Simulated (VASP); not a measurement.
Input of a VASP 6.6.1 run:

Contents of INCAR:

```
SYSTEM = BaTiO3
PREC = Accurate
ENCUT = 520
EDIFF = 1E-7
ISMEAR = -1
SIGMA = 0.03
LREAL = .FALSE.
LASPH = .TRUE.
NELM = 100
ALGO = Normal
ISIF = 2
LWAVE = .FALSE.
LCHARG = .FALSE.
GGA = PE
NBANDS = 28
```

Contents of KPOINTS:

```
regular mesh
0
G
  7 7 7
  0 0 0
```

The input POSCAR:

```
BaTiO3
1.0
    3.8798060000      0.0000000000      0.0000000000
    0.0000000000      3.8798060000      0.0000000000
    0.0000000000      0.0000000000      4.0180000000
Ba Ti O
1 1 3
Direct
    0.0000000000      0.0000000000      0.0000000000
    0.5000000000      0.5000000000      0.5000000000
    0.5000000000      0.5000000000      0.0000000000
    0.5000000000      0.0000000000      0.5000000000
    0.0000000000      0.5000000000      0.5000000000
```

Potentials or basis: VASP PAW PBE potentials, release 64 (Ba_sv, Ti_sv, O).

Run with:

```bash
$ cat potpaw_PBE.64/Ba_sv/POTCAR potpaw_PBE.64/Ti_sv/POTCAR potpaw_PBE.64/O/POTCAR > POTCAR
$ mpirun -np 1 vasp_std > vasp.out
```

(1) What does it give for the pressure?

(2) What does it give for the band gap on the k mesh?

## Answers

(1) 16.1 GPa.

(2) 1.89 eV, indirect (least direct gap 1.90 eV).

Caveat: the cell differs from its parent crystal (equal xx and yy strain of -3 %); spin-orbit coupling is left out, which moves the levels of the heavy elements.
